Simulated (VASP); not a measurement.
A run of VASP 6.6.1:

INCAR

```
SYSTEM = Sn
PREC     = Accurate       ! precision mode
ENCUT    = 520            ! plane-wave cutoff, eV
EDIFF    = 1E-6           ! SCF threshold, eV
ISMEAR   = -1             ! smearing method
SIGMA    = 0.1            ! smearing width, eV
LREAL    = .False.        ! projectors in reciprocal space
LASPH    = .True.         ! aspherical terms in the spheres
NELM     = 80             ! most SCF steps
ALGO     = Normal         ! electronic algorithm
ISIF     = 2              ! what is computed and relaxed
LWAVE    = .False.        ! write WAVECAR
LCHARG   = .False.        ! write CHGCAR
GGA      = CA             ! functional
NBANDS   = 21             ! bands
```

File KPOINTS:

```
regular mesh
0
Gamma
  12 12 7
  0 0 0
```

The input POSCAR:

```
Sn
1.0
    3.1493439653      0.0000000000      0.0000000000
   -1.5746719827      2.7274118792      0.0000000000
    0.0000000000      0.0000000000      5.2401483559
Sn
2
Direct
    0.3333333333      0.6666666667      0.2500000000
    0.6666666667      0.3333333333      0.7500000000
```

Potentials or basis: VASP PAW LDA potentials, release 64 (Sn_d).

Launch:

```sh
$ cat potpaw_LDA.64/Sn_d/POTCAR > POTCAR
$ mpirun -np 1 vasp_std > vasp.out
```

Hardware: 1 thread of Intel Xeon 8259CL, with other jobs on the host.

Problem. How long does it take, and how much memory?

Solution. It took 56 s on 1 thread of Intel Xeon 8259CL (shared host), peak memory 0.18 GiB. Counts: scf iterations 11, k points 76.
